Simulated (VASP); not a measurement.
# AlN (Fm-3m) in VASP: a series of runs

The runs below take AlN through single point, with PBEsol.

Everything below comes from runs of VASP 6.6.1. Logs are shortened: lines on timing, memory, paths and dates and some standing lists are left out, and cuts for length are marked.

## (1) The cell of the first run

Symmetry: Fm-3m, No. 225, cubic system. The conventional cell has a = 4.038 Å, b = 4.038 Å, c = 4.038 Å, α = 90.00°, β = 90.00°, γ = 90.00°. Al (site symmetry m-3m) has 6 N at 2.02 Å within 2.7 Å. N (site symmetry m-3m) has 6 Al at 2.02 Å within 2.7 Å.

## (2) Single point, PBEsol

Contents of INCAR:

```
SYSTEM = AlN
PREC = Accurate
ENCUT = 600
EDIFF = 1E-6
ISMEAR = -1
SIGMA = 0.001
LREAL = .FALSE.
LASPH = .TRUE.
NELM = 120
ALGO = Normal
ISIF = 2
LWAVE = .FALSE.
LCHARG = .FALSE.
GGA = PS
NBANDS = 11
GGA_COMPAT = .FALSE.
```

Contents of KPOINTS:

```
regular mesh
0
G
  8 8 8
  0 0 0
```

Contents of POSCAR:

```
AlN
1.0
    0.0000000000      2.0188684454      2.0188684454
    2.0188684454      0.0000000000      2.0188684454
    2.0188684454      2.0188684454      0.0000000000
Al N
1 1
Direct
    0.0000000000      0.0000000000      0.0000000000
    0.5000000000      0.5000000000      0.5000000000
```

Potentials or basis: VASP PAW PBE potentials, release 64 (Al, N).

Launch:

```
$ cat potpaw_PBE.64/Al/POTCAR potpaw_PBE.64/N/POTCAR > POTCAR
$ mpirun -np 1 vasp_std > vasp.out
```

OUTCAR:

```text
SYSTEM = AlN
   PREC = Accurate
   ENCUT = 600
   EDIFF = 1E-6
   ISMEAR = -1
   LREAL = .FALSE.
   LASPH = .TRUE.
   NELM = 120
   ISIF = 2
   GGA = PS

 ion  position               nearest neighbor table
   1  0.000  0.000  0.000-   2 2.02   2 2.02   2 2.02   2 2.02   2 2.02   2 2.02
   2  0.500  0.500  0.500-   1 2.02   1 2.02   1 2.02   1 2.02   1 2.02   1 2.02

  LATTYP: Found a face centered cubic cell.
 ALAT       =     4.0377368908

  Lattice vectors:

 A1 = (   0.0000000000,   2.0188684454,   2.0188684454)
 A2 = (   2.0188684454,   0.0000000000,   2.0188684454)
 A3 = (   2.0188684454,   2.0188684454,   0.0000000000)

Analysis of symmetry for initial positions (statically):
=====================================================================
 Subroutine PRICEL returns:
 Original cell was already a primitive cell.

 Routine SETGRP: Setting up the symmetry group for a
 face centered cubic supercell.

 Subroutine GETGRP returns: Found 48 space group operations
 (whereof 48 operations were pure point group operations)
 out of a pool of 48 trial point group operations.

The static configuration has the point symmetry O_h .

Analysis of symmetry for dynamics (positions and initial velocities):
=====================================================================
 Subroutine PRICEL returns:
 Original cell was already a primitive cell.

 Routine SETGRP: Setting up the symmetry group for a
 face centered cubic supercell.

 Subroutine GETGRP returns: Found 48 space group operations
 (whereof 48 operations were pure point group operations)
 out of a pool of 48 trial point group operations.

The dynamic configuration has the point symmetry O_h .

 Subroutine INISYM returns: Found 48 space group operations
 (whereof 48 operations are pure point group operations),
 and found     1 'primitive' translations

----------------------------------------------------------------------------------------

                                     Primitive cell

  volume of cell :      16.4571

  direct lattice vectors                    reciprocal lattice vectors
     0.000000000  2.018868445  2.018868445    -0.247663488  0.247663488  0.247663488
     2.018868445  0.000000000  2.018868445     0.247663488 -0.247663488  0.247663488
     2.018868445  2.018868445  0.000000000     0.247663488  0.247663488 -0.247663488

  length of vectors
     2.855111136  2.855111136  2.855111136     0.428965744  0.428965744  0.428965744

  position of ions in fractional coordinates (direct lattice)
     0.000000000  0.000000000  0.000000000
     0.500000000  0.500000000  0.500000000

  ion indices of the primitive-cell ions
   primitive index   ion index
                 1           1
                 2           2

----------------------------------------------------------------------------------------

 KPOINTS: regular mesh

Automatic generation of k-mesh.
 Grid dimensions read from file:
 generate k-points for:    8    8    8

 Generating k-lattice:

  Cartesian coordinates                     Fractional coordinates (reciprocal lattice)
    -0.030957936  0.030957936  0.030957936     0.125000000  0.000000000  0.000000000
     0.030957936 -0.030957936  0.030957936     0.000000000  0.125000000  0.000000000
     0.030957936  0.030957936 -0.030957936     0.000000000  0.000000000  0.125000000

  Length of vectors
     0.053620718  0.053620718  0.053620718

  Shift w.r.t. Gamma in fractional coordinates (k-lattice)
     0.000000000  0.000000000  0.000000000

 Subroutine IBZKPT returns following result:
 ===========================================

 Found     29 irreducible k-points:

 Following reciprocal coordinates:
            Coordinates               Weight
  0.000000  0.000000  0.000000      1.000000
  0.125000  0.000000  0.000000      8.000000
  0.250000  0.000000  0.000000      8.000000
  0.375000  0.000000  0.000000      8.000000
  0.500000  0.000000  0.000000      4.000000
  0.125000  0.125000  0.000000      6.000000
[... 16 lines left out ...]
  0.500000  0.250000  0.125000     48.000000
 -0.375000  0.250000  0.125000     24.000000
 [... further k-points ...]
   k-points           NKPTS =     29   k-points in BZ     NKDIM =     29   number of bands    NBANDS=     11
   number of dos      NEDOS =    301   number of ions     NIONS =      2
   total plane-waves  NPLWV =  13824
   dimension x,y,z NGX =    24 NGY =   24 NGZ =   24
   dimension x,y,z NGXF=    48 NGYF=   48 NGZF=   48
   ions per type =               1   1
   NGX,Y,Z   is equivalent  to a cutoff of  13.97, 13.97, 13.97 a.u.
   NGXF,Y,Z  is equivalent  to a cutoff of  27.95, 27.95, 27.95 a.u.
 SYSTEM =  AlN
   PREC   = accura    normal or accurate (medium, high low for compatibility)
   ISTART =      0    job   : 0-new  1-cont  2-samecut
   ICHARG =      2    charge: 1-file 2-atom 10-const
   ISPIN  =      1    spin polarized calculation?
   LNONCOLLINEAR =      F non collinear calculations
   LSORBIT =      F    spin-orbit coupling
   LASPH  =      T    aspherical Exc in radial PAW
   ENCUT  =  600.0 eV  44.10 Ry    6.64 a.u.   5.70  5.70  5.70*2*pi/ulx,y,z
   NELM   =    120;   NELMIN=  2; NELMDL= -5     # of ELM steps
   EDIFF  = 0.1E-05   stopping-criterion for ELM
   LREAL  =      F    real-space projection
   EDIFFG = 0.1E-04   stopping-criterion for IOM
   NSW    =      0    number of steps for IOM
   IBRION =     -1    ionic relax: 0-MD 1-quasi-New 2-CG
   NFREE  =      0    steps in history (QN), initial steepest desc. (CG)
   ISIF   =      2    stress and relaxation
   ISYM   =      2    0-nonsym 1-usesym 2-fastsym
   POTIM  = 0.5000    time-step for ionic-motion
   TEBEG  =    0.0;   TEEND  =   0.0 temperature during run
   PSTRESS=    0.0 pullay stress
   NELECT =       8.0000    total number of electrons
   NUPDOWN=      -1.0000    fix difference up-down
   EMIN   =  10.00;   EMAX   =-10.00  energy-range for DOS
   EFERMI =   0.00;   METHOD = LEGACY
   ISMEAR =    -1;   SIGMA  =   0.00  broadening in eV -4-tet -1-fermi 0-gaus
   EFERMI_NEDOS =   21; number of points for ismear=-14 and -15
   IALGO  =     38    algorithm
   IMIX   =      4    mixing-type and parameters
     AMIX     =   0.40;   BMIX     =  1.00
     AMIX_MAG =   1.60;   BMIX_MAG =  1.00
  volume/ion in A,a.u.               =       8.23        55.53
  Fermi-wavevector in a.u.,A,eV,Ry     =   1.287222  2.432497 22.544046  1.656941
  Thomas-Fermi vector in A             =   2.419249
   LORBIT       =      0    0 simple, 1 ext, 2 COOP (PROOUT), +10 PAW based schemes
   GGA     = PS    functional components
   LHFCALC =     F    Hartree Fock is set to
   AEXX    =    0.0000 exact exchange contribution
   IVDW    =     0    specifies the selected vdW correction
   LEPSILON=     F    determine dielectric tensor
   LRPA    =     F    only Hartree local field effects (RPA)
 non-spin polarized calculation
  energy-cutoff  :      600.00
  volume of cell :       16.46
 maximum number of plane-waves:       568
   NGX = 11   NGY = 11   NGZ = 11

 number of electron       7.9999999 magnetization

 Free energy of the ion-electron system (eV)
  ---------------------------------------------------
  ext. energy  EPLUGINS =         0.00000000
  ---------------------------------------------------
  free energy    TOTEN  =       -15.44983910 eV

  energy without entropy =      -15.44983910  energy(sigma->0) =      -15.44983910

 E-fermi :   9.9884     XC(G=0): -12.4718

 val. band max:        9.9407470277   @ k =   0.0000   0.0000   0.0000
 cond. band min:      14.5343768116   @ k =   0.5000   0.5000   0.0000
 fundamental gap:      4.5936297839
 Fermi energy:         9.9884413617

 k-point     1 :       0.0000    0.0000    0.0000
  band No.  band energies     occupation
      1      -7.6481      2.00000
      2       9.9407      2.00000
      3       9.9407      2.00000
      4       9.9407      2.00000
      5      15.6700      0.00000
      6      21.9789      0.00000
      7      21.9789      0.00000
      8      21.9789      0.00000
      9      27.0692      0.00000
     10      27.6581      0.00000
     11      27.6581      0.00000

 k-point     2 :       0.1250    0.0000    0.0000
  band No.  band energies     occupation
      1      -7.3254      2.00000
      2       8.4347      2.00000
      3       9.7511      2.00000
      4       9.7511      2.00000
      5      16.5162      0.00000
      6      20.8188      0.00000
      7      22.4069      0.00000
      8      22.4069      0.00000
      9      25.7556      0.00000
     10      25.7556      0.00000
     11      28.0444      0.00000

 k-point     3 :       0.2500    0.0000    0.0000
  band No.  band energies     occupation
      1      -6.4058      2.00000
      2       5.5688      2.00000
      3       9.3399      2.00000
      4       9.3399      2.00000
      5      16.7874      0.00000
      6      21.0255      0.00000
      7      22.1841      0.00000
      8      22.1841      0.00000
      9      26.0483      0.00000
     10      26.0483      0.00000
     11      27.0462      0.00000

 k-point     4 :       0.3750    0.0000    0.0000
  band No.  band energies     occupation
      1      -5.1189      2.00000
      2       2.8478      2.00000
      3       8.9794      2.00000
      4       8.9794      2.00000
      5      16.2398      0.00000
      6      21.2464      0.00000
      7      21.2464      0.00000
      8      22.5583      0.00000
      9      26.1836      0.00000
     10      28.6354      0.00000
     11      28.6354      0.00000

 k-point     5 :       0.5000    0.0000    0.0000
  band No.  band energies     occupation
      1      -4.3301      2.00000
      2       1.5464      2.00000
      3       8.8417      2.00000
      4       8.8417      2.00000
      5      16.0094      0.00000
      6      20.8773      0.00000
      7      20.8773      0.00000
      8      23.2591      0.00000
      9      25.9395      0.00000
     10      30.5136      0.00000
     11      30.5136      0.00000
[... 211 lines left out ...]
 k-point    21 :       0.5000    0.5000    0.0000
  band No.  band energies     occupation
      1      -3.3256      2.00000
      2       2.4638      2.00000
      3       7.1070      2.00000
      4       7.1070      2.00000
      5      14.5344      0.00000
      6      15.0714      0.00000
      7      23.9582      0.00000
      8      27.1666      0.00000
      9      27.1666      0.00000
     10      33.0874      0.00000
     11      36.0308      0.00000

 k-point    22 :       0.3750    0.2500    0.1250
  band No.  band energies     occupation
      1      -5.6460      2.00000
      2       5.1946      2.00000
      3       7.3405      2.00000
      4       8.7398      2.00000
      5      18.6022      0.00000
      6      18.6315      0.00000
      7      20.1562      0.00000
      8      23.7766      0.00000
      9      25.0447      0.00000
     10      29.4565      0.00000
     11      31.3958      0.00000

 k-point    23 :       0.5000    0.2500    0.1250
  band No.  band energies     occupation
      1      -4.4895      2.00000
      2       3.4258      2.00000
      3       6.4103      2.00000
      4       8.1972      2.00000
      5      18.2272      0.00000
      6      19.0474      0.00000
      7      20.7178      0.00000
      8      23.1787      0.00000
      9      26.8295      0.00000
     10      29.9862      0.00000
     11      31.8273      0.00000

 k-point    24 :      -0.3750    0.2500    0.1250
  band No.  band energies     occupation
      1      -3.8215      2.00000
      2       2.4339      2.00000
      3       6.1876      2.00000
      4       7.9279      2.00000
      5      18.3087      0.00000
      6      18.4594      0.00000
      7      22.2140      0.00000
      8      22.6869      0.00000
      9      28.0046      0.00000
     10      28.9334      0.00000
     11      32.3115      0.00000

 [... further k-points ...]

------------------------ aborting loop because EDIFF is reached ----------------------------------------

  FORCE on cell =-STRESS in cart. coord.  units (eV):
  Direction    XX          YY          ZZ          XY          YZ          ZX
  --------------------------------------------------------------------------------------
  -------------------------------------------------------------------------------------
  Total        0.1261592      0.1261592      0.1261592     -0.0000000      0.0000000     -0.0000000
  in kB       12.2821826     12.2821826     12.2821826     -0.0000000      0.0000000     -0.0000000
  external PRESSURE =      12.2821826 kB  Pullay stress =       0.0000000 kB

 VOLUME and BASIS-vectors are now :
 -----------------------------------------------------------------------------
  energy-cutoff  :      600.00
  volume of cell :       16.46
      direct lattice vectors                 reciprocal lattice vectors
     0.000000000  2.018868445  2.018868445    -0.247663488  0.247663488  0.247663488
     2.018868445  0.000000000  2.018868445     0.247663488 -0.247663488  0.247663488
     2.018868445  2.018868445  0.000000000     0.247663488  0.247663488 -0.247663488

 POSITION                                       TOTAL-FORCE (eV/Angst)
 -----------------------------------------------------------------------------------
      0.00000      0.00000      0.00000         0.000000      0.000000      0.000000
      2.01887      2.01887      2.01887        -0.000000     -0.000000     -0.000000
 -----------------------------------------------------------------------------------
    total drift:                               -0.000000     -0.000000      0.000000

  FREE ENERGIE OF THE ION-ELECTRON SYSTEM (eV)
  ---------------------------------------------------
  free  energy   TOTEN  =       -15.4498391043 eV

  energy  without entropy=      -15.4498391043  energy(sigma->0) =      -15.44983910
```

Wall time 2.7 s (1 thread of Intel Xeon 6975P-C (Granite Rapids), shared host); peak memory 0.13 GiB.

What came out:

| Property | Result |
| --- | --- |
| Free energy | -15.4498 eV |
| Pressure | 1.2 GPa |
| Band gap on the k mesh | 4.59 eV (least direct gap 5.73 eV) |

Caveat: the PAW data sets were made with another functional, which shifts forces and pressure a little. A k mesh can miss the band edges.

## (3) Single point, PBEsol

Contents of INCAR:

```
PREC = Accurate
ENCUT = 600
EDIFF = 1E-6
ISMEAR = 0
SIGMA = 0.01
LREAL = F
LASPH = T
NELM = 120
ALGO = Normal
ISIF = 2
LWAVE = F
LCHARG = T
GGA = PS
LELF = T
LVHAR = T
NBANDS = 11
ISYM = 0
GGA_COMPAT = F
```

Contents of KPOINTS:

```
regular mesh
0
Gamma
  8 8 8
```

POSCAR is that of step 2.

Potentials or basis: VASP PAW PBE potentials, release 64 (Al, N).

Launch:

```
$ cat potpaw_PBE.64/Al/POTCAR potpaw_PBE.64/N/POTCAR > POTCAR
$ mpirun -np 1 vasp_std > vasp.out
```

Run time: 14 s. Hardware: 1 thread of Intel Xeon 6975P-C (Granite Rapids), shared host; peak memory 0.18 GiB.

The run converged. Its results:

| Property | Result |
| --- | --- |
| Free energy | -15.4498 eV |
| Pressure | 1.2 GPa |
| Band gap on the k mesh | 4.59 eV (least direct gap 5.73 eV) |

Levels at points of the mesh, in eV from the valence-band top:
```tsv
k point	band 2	band 3	band 4	band 5	band 6	band 7
(0.00, 0.00, 0.00)	0.00	0.00	0.00	5.73	12.04	12.04
(0.50, 0.00, 0.00)	-8.39	-1.10	-1.10	6.07	10.94	10.94
(0.00, 0.50, 0.00)	-8.39	-1.10	-1.10	6.07	10.94	10.94
(0.00, 0.00, 0.50)	-8.39	-1.10	-1.10	6.07	10.94	10.94
(0.50, 0.50, 0.50)	-8.39	-1.10	-1.10	6.07	10.94	10.94
(0.50, 0.50, 0.00)	-7.48	-2.83	-2.83	4.59	5.13	14.02
(0.00, 0.50, 0.50)	-7.48	-2.83	-2.83	4.59	5.13	14.02
(0.50, 0.00, 0.50)	-7.48	-2.83	-2.83	4.59	5.13	14.02
```

Caveat: the PAW data sets were made with another functional, which shifts forces and pressure a little. A k mesh can miss the band edges.
